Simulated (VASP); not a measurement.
A run of VASP 6.6.1:

INCAR

```
ALGO = Normal
EDIFF = 1E-7
EDIFFG = -0.04
ENCUT = 600
GGA = PE
IBRION = 2
ISIF = 3
ISMEAR = 0
LASPH = T
LCHARG = F
LREAL = F
LWAVE = F
NELM = 60
NSW = 90
PREC = Accurate
SIGMA = 0.1
```

Contents of KPOINTS:

```
k-points
0
Gamma
  4 4 6
```

The input POSCAR:

```
ZrF2
1.0
    4.2035952900      0.0000000000      0.0000000000
    0.0000000000      4.2035952900      0.0000000000
    0.0000000000      0.0000000000      3.3049936281
Zr F
1 2
Direct
    0.5000000000      0.5000000000      0.0000000000
    0.0000000000      0.5000000000      0.0000000000
    0.5000000000      0.0000000000      0.0000000000
```

Potentials or basis: VASP PAW PBE potentials, release 64 (Zr_sv, F).

Command:

```bash
$ cat potpaw_PBE.64/Zr_sv/POTCAR potpaw_PBE.64/F/POTCAR > POTCAR
$ mpirun -np 1 vasp_std > vasp.out
```

Hardware: 1 thread of AMD EPYC 9R45 96-Core Processor (Zen 5) (shared host).

Q: How long does it take, and how much memory?

A: It took 65 s on 1 thread of AMD EPYC 9R45 96-Core Processor (Zen 5), on a shared host, peak memory 0.18 GiB. Counts: scf iterations 57, k points 24, ion steps 5.
